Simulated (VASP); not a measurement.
# W (Im-3m) in VASP: further runs

W is run at these levels: PBE; tasks: single point.

Everything below comes from runs of VASP 6.6.1. Logs are shortened: lines on timing, memory, paths and dates and some standing lists are left out, and cuts for length are marked.

### Step 1. The cell of the first run

It takes space group Im-3m (No. 229, cubic). Conventional cell: a = 3.150 Å, b = 3.150 Å, c = 3.150 Å, α = 90.00°, β = 90.00°, γ = 90.00°. W (site symmetry m-3m) has 14 W at 2.73 to 3.15 Å within 3.6 Å.

### Step 2. Single point, PBE

INCAR

```
SYSTEM = W
  PREC = Accurate
  ENCUT = 500
  EDIFF = 1E-6
  ISMEAR = -1
  SIGMA = 0.05
  LREAL = .False.
  LASPH = .True.
  NELM = 120
  ALGO = Normal
  ISIF = 2
  LWAVE = .False.
  LCHARG = .False.
  GGA = PE
  NBANDS = 13
  GGA_COMPAT = .False.
```

KPOINTS

```
regular mesh
0
Gamma
  13 13 13
  0 0 0
```

POSCAR

```
W
1.0
   -1.5751361620      1.5751361620      1.5751361620
    1.5751361620     -1.5751361620      1.5751361620
    1.5751361620      1.5751361620     -1.5751361620
W
1
Direct
    0.0000000000      0.0000000000      0.0000000000
```

Potentials or basis: VASP PAW PBE potentials, release 64 (W_sv).

Run with:

```console
$ cat potpaw_PBE.64/W_sv/POTCAR > POTCAR
$ mpirun -np 1 vasp_std > vasp.out
```

OUTCAR:

```text
SYSTEM = W
   PREC = Accurate
   ENCUT = 500
   EDIFF = 1E-6
   ISMEAR = -1
   LREAL = .False.
   LASPH = .True.
   NELM = 120
   ISIF = 2
   GGA = PE

 ion  position               nearest neighbor table
   1  0.000  0.000  0.000-

  LATTYP: Found a body centered cubic cell.
 ALAT       =     3.1502723240

  Lattice vectors:

 A1 = (  -1.5751361620,   1.5751361620,   1.5751361620)
 A2 = (   1.5751361620,  -1.5751361620,   1.5751361620)
 A3 = (   1.5751361620,   1.5751361620,  -1.5751361620)

Analysis of symmetry for initial positions (statically):
=====================================================================
 Subroutine PRICEL returns:
 Original cell was already a primitive cell.

 Routine SETGRP: Setting up the symmetry group for a
 body centered cubic supercell.

 Subroutine GETGRP returns: Found 48 space group operations
 (whereof 48 operations were pure point group operations)
 out of a pool of 48 trial point group operations.

The static configuration has the point symmetry O_h .

Analysis of symmetry for dynamics (positions and initial velocities):
=====================================================================
 Subroutine PRICEL returns:
 Original cell was already a primitive cell.

 Routine SETGRP: Setting up the symmetry group for a
 body centered cubic supercell.

 Subroutine GETGRP returns: Found 48 space group operations
 (whereof 48 operations were pure point group operations)
 out of a pool of 48 trial point group operations.

The dynamic configuration has the point symmetry O_h .

 Subroutine INISYM returns: Found 48 space group operations
 (whereof 48 operations are pure point group operations),
 and found     1 'primitive' translations

----------------------------------------------------------------------------------------

                                     Primitive cell

  volume of cell :      15.6320

  direct lattice vectors                    reciprocal lattice vectors
    -1.575136162  1.575136162  1.575136162     0.000000000  0.317432875  0.317432875
     1.575136162 -1.575136162  1.575136162     0.317432875  0.000000000  0.317432875
     1.575136162  1.575136162 -1.575136162     0.317432875  0.317432875  0.000000000

  length of vectors
     2.728215861  2.728215861  2.728215861     0.448917877  0.448917877  0.448917877

  position of ions in fractional coordinates (direct lattice)
     0.000000000  0.000000000  0.000000000

  ion indices of the primitive-cell ions
   primitive index   ion index
                 1           1

----------------------------------------------------------------------------------------

 KPOINTS: regular mesh

Automatic generation of k-mesh.
 Grid dimensions read from file:
 generate k-points for:   13   13   13

 Generating k-lattice:

  Cartesian coordinates                     Fractional coordinates (reciprocal lattice)
     0.000000000  0.024417913  0.024417913     0.076923077  0.000000000  0.000000000
     0.024417913  0.000000000  0.024417913     0.000000000  0.076923077  0.000000000
     0.024417913  0.024417913  0.000000000     0.000000000  0.000000000  0.076923077

  Length of vectors
     0.034532144  0.034532144  0.034532144

  Shift w.r.t. Gamma in fractional coordinates (k-lattice)
     0.000000000  0.000000000  0.000000000

 Subroutine IBZKPT returns following result:
 ===========================================

 Found     84 irreducible k-points:

 Following reciprocal coordinates:
            Coordinates               Weight
  0.000000  0.000000  0.000000      1.000000
  0.076923  0.000000  0.000000     12.000000
  0.153846  0.000000  0.000000     12.000000
  0.230769  0.000000  0.000000     12.000000
  0.307692  0.000000  0.000000     12.000000
  0.384615  0.000000  0.000000     12.000000
[... 16 lines left out ...]
  0.153846  0.076923  0.076923     24.000000
  0.230769  0.076923  0.076923     24.000000
 [... further k-points ...]
   k-points           NKPTS =     84   k-points in BZ     NKDIM =     84   number of bands    NBANDS=     13
   number of dos      NEDOS =    301   number of ions     NIONS =      1
   total plane-waves  NPLWV =   8000
   dimension x,y,z NGX =    20 NGY =   20 NGZ =   20
   dimension x,y,z NGXF=    40 NGYF=   40 NGZF=   40
   ions per type =               1
   NGX,Y,Z   is equivalent  to a cutoff of  12.19, 12.19, 12.19 a.u.
   NGXF,Y,Z  is equivalent  to a cutoff of  24.37, 24.37, 24.37 a.u.
 SYSTEM =  W
   PREC   = accura    normal or accurate (medium, high low for compatibility)
   ISTART =      0    job   : 0-new  1-cont  2-samecut
   ICHARG =      2    charge: 1-file 2-atom 10-const
   ISPIN  =      1    spin polarized calculation?
   LNONCOLLINEAR =      F non collinear calculations
   LSORBIT =      F    spin-orbit coupling
   LASPH  =      T    aspherical Exc in radial PAW
   ENCUT  =  500.0 eV  36.75 Ry    6.06 a.u.   4.97  4.97  4.97*2*pi/ulx,y,z
   NELM   =    120;   NELMIN=  2; NELMDL= -5     # of ELM steps
   EDIFF  = 0.1E-05   stopping-criterion for ELM
   LREAL  =      F    real-space projection
   EDIFFG = 0.1E-04   stopping-criterion for IOM
   NSW    =      0    number of steps for IOM
   IBRION =     -1    ionic relax: 0-MD 1-quasi-New 2-CG
   NFREE  =      0    steps in history (QN), initial steepest desc. (CG)
   ISIF   =      2    stress and relaxation
   ISYM   =      2    0-nonsym 1-usesym 2-fastsym
   POTIM  = 0.5000    time-step for ionic-motion
   TEBEG  =    0.0;   TEEND  =   0.0 temperature during run
   PSTRESS=    0.0 pullay stress
   NELECT =      14.0000    total number of electrons
   NUPDOWN=      -1.0000    fix difference up-down
   EMIN   =  10.00;   EMAX   =-10.00  energy-range for DOS
   EFERMI =   0.00;   METHOD = LEGACY
   ISMEAR =    -1;   SIGMA  =   0.05  broadening in eV -4-tet -1-fermi 0-gaus
   EFERMI_NEDOS =   21; number of points for ismear=-14 and -15
   IALGO  =     38    algorithm
   IMIX   =      4    mixing-type and parameters
     AMIX     =   0.40;   BMIX     =  1.00
     AMIX_MAG =   1.60;   BMIX_MAG =  1.00
  volume/ion in A,a.u.               =      15.63       105.49
  Fermi-wavevector in a.u.,A,eV,Ry     =   1.578021  2.982027 33.880546  2.490150
  Thomas-Fermi vector in A             =   2.678615
   LORBIT       =      0    0 simple, 1 ext, 2 COOP (PROOUT), +10 PAW based schemes
   GGA     = PE    functional components
   LHFCALC =     F    Hartree Fock is set to
   AEXX    =    0.0000 exact exchange contribution
   IVDW    =     0    specifies the selected vdW correction
   LEPSILON=     F    determine dielectric tensor
   LRPA    =     F    only Hartree local field effects (RPA)
 non-spin polarized calculation
  energy-cutoff  :      500.00
  volume of cell :       15.63
 maximum number of plane-waves:       410
   NGX =  9   NGY =  9   NGZ =  9

 number of electron      14.0000005 magnetization

 Free energy of the ion-electron system (eV)
  ---------------------------------------------------
  ext. energy  EPLUGINS =         0.00000000
  ---------------------------------------------------
  free energy    TOTEN  =       -12.95203082 eV

  energy without entropy =      -12.95039124  energy(sigma->0) =      -12.95121103

 E-fermi :  11.7011     XC(G=0): -13.7196

 val. band max:       11.5295355546   @ k =  -0.3077   0.3077   0.2308
 cond. band min:      11.7096551424   @ k =  -0.4615   0.4615   0.2308
 fundamental gap:      0.1801195878
 Fermi energy:        11.7011064121

 k-point     1 :       0.0000    0.0000    0.0000
  band No.  band energies     occupation
      1     -62.5148      2.00000
      2     -26.0556      2.00000
      3     -26.0556      2.00000
      4     -26.0556      2.00000
      5       1.9323      2.00000
      6      10.3964      2.00000
      7      10.3964      2.00000
      8      10.3964      2.00000
      9      13.9435      0.00000
     10      13.9435      0.00000
     11      26.1952      0.00000
     12      26.1952      0.00000
     13      26.1952      0.00000

 k-point     2 :       0.0769    0.0000    0.0000
  band No.  band energies     occupation
      1     -62.5067      2.00000
      2     -26.1393      2.00000
      3     -26.0816      2.00000
      4     -26.0560      2.00000
      5       2.2223      2.00000
      6      10.2199      2.00000
      7      10.3519      2.00000
      8      10.6778      2.00000
      9      13.6714      0.00000
     10      13.9454      0.00000
     11      26.4404      0.00000
     12      26.6883      0.00000
     13      26.9028      0.00000

 k-point     3 :       0.1538    0.0000    0.0000
  band No.  band energies     occupation
      1     -62.4842      2.00000
      2     -26.3666      2.00000
      3     -26.1530      2.00000
      4     -26.0573      2.00000
      5       3.0260      2.00000
      6       9.7662      2.00000
      7      10.1376      2.00000
      8      11.5043      1.96169
      9      13.2635      0.00000
     10      13.9772      0.00000
     11      26.9193      0.00000
     12      28.0862      0.00000
     13      28.4102      0.00000

 k-point     4 :       0.2308    0.0000    0.0000
  band No.  band energies     occupation
      1     -62.4523      2.00000
      2     -26.6764      2.00000
      3     -26.2523      2.00000
      4     -26.0591      2.00000
      5       4.1116      2.00000
      6       9.1962      2.00000
      7       9.8045      2.00000
      8      12.8191      0.00000
      9      13.2478      0.00000
     10      14.0904      0.00000
     11      26.7274      0.00000
     12      28.7097      0.00000
     13      30.2059      0.00000

 k-point     5 :       0.3077    0.0000    0.0000
  band No.  band energies     occupation
      1     -62.4184      2.00000
      2     -26.9927      2.00000
      3     -26.3558      2.00000
      4     -26.0611      2.00000
      5       5.0020      2.00000
      6       8.6588      2.00000
      7       9.9262      2.00000
      8      13.5663      0.00000
      9      14.3106      0.00000
     10      14.5081      0.00000
     11      25.4792      0.00000
     12      26.8433      0.00000
     13      32.8473      0.00000
[... 257 lines left out ...]
 k-point    22 :       0.0769    0.0769    0.0769
  band No.  band energies     occupation
      1     -62.4711      2.00000
      2     -26.5203      2.00000
      3     -26.1150      2.00000
      4     -26.1150      2.00000
      5       3.5246      2.00000
      6       9.5683      2.00000
      7       9.5683      2.00000
      8      12.3949      0.00000
      9      13.6516      0.00000
     10      13.6516      0.00000
     11      27.2524      0.00000
     12      28.5692      0.00000
     13      28.5692      0.00000

 k-point    23 :       0.1538    0.0769    0.0769
  band No.  band energies     occupation
      1     -62.4423      2.00000
      2     -26.7783      2.00000
      3     -26.2206      2.00000
      4     -26.1224      2.00000
      5       4.5998      2.00000
      6       8.9985      2.00000
      7       9.1763      2.00000
      8      13.5216      0.00000
      9      13.9205      0.00000
     10      14.0275      0.00000
     11      27.4647      0.00000
     12      28.5561      0.00000
     13      28.9558      0.00000

 k-point    24 :       0.2308    0.0769    0.0769
  band No.  band energies     occupation
      1     -62.4116      2.00000
      2     -27.0231      2.00000
      3     -26.3533      2.00000
      4     -26.1305      2.00000
      5       5.5656      2.00000
      6       8.5159      2.00000
      7       9.2146      2.00000
      8      13.7111      0.00000
      9      14.3647      0.00000
     10      15.7249      0.00000
     11      26.0882      0.00000
     12      26.5569      0.00000
     13      30.4051      0.00000

 [... further k-points ...]

------------------------ aborting loop because EDIFF is reached ----------------------------------------

  FORCE on cell =-STRESS in cart. coord.  units (eV):
  Direction    XX          YY          ZZ          XY          YZ          ZX
  --------------------------------------------------------------------------------------
  -------------------------------------------------------------------------------------
  Total        1.0357605      1.0357605      1.0357605      0.0000000     -0.0000000      0.0000000
  in kB      106.1587097    106.1587097    106.1587097      0.0000000     -0.0000000      0.0000000
  external PRESSURE =     106.1587097 kB  Pullay stress =       0.0000000 kB

 VOLUME and BASIS-vectors are now :
 -----------------------------------------------------------------------------
  energy-cutoff  :      500.00
  volume of cell :       15.63
      direct lattice vectors                 reciprocal lattice vectors
    -1.575136162  1.575136162  1.575136162     0.000000000  0.317432875  0.317432875
     1.575136162 -1.575136162  1.575136162     0.317432875  0.000000000  0.317432875
     1.575136162  1.575136162 -1.575136162     0.317432875  0.317432875  0.000000000

 POSITION                                       TOTAL-FORCE (eV/Angst)
 -----------------------------------------------------------------------------------
      0.00000      0.00000      0.00000         0.000000     -0.000000     -0.000000
 -----------------------------------------------------------------------------------
    total drift:                                0.000000     -0.000000      0.000000

  FREE ENERGIE OF THE ION-ELECTRON SYSTEM (eV)
  ---------------------------------------------------
  free  energy   TOTEN  =       -12.9520308243 eV

  energy  without entropy=      -12.9503912444  energy(sigma->0) =      -12.95121103
```

Run time: 5 s. Hardware: 1 thread of Intel Xeon 6975P-C (Granite Rapids), shared host; peak memory 0.13 GiB.

What came out:

* Free energy: -12.9520 eV
* Pressure: 10.6 GPa
* Band gap on the k mesh: zero (bands 7 and 8 overlap by 5.85 eV)

Caveat: the cell stands under pressure; spin-orbit coupling is left out, which moves the levels of the heavy elements.

[end of part 1 of 2]
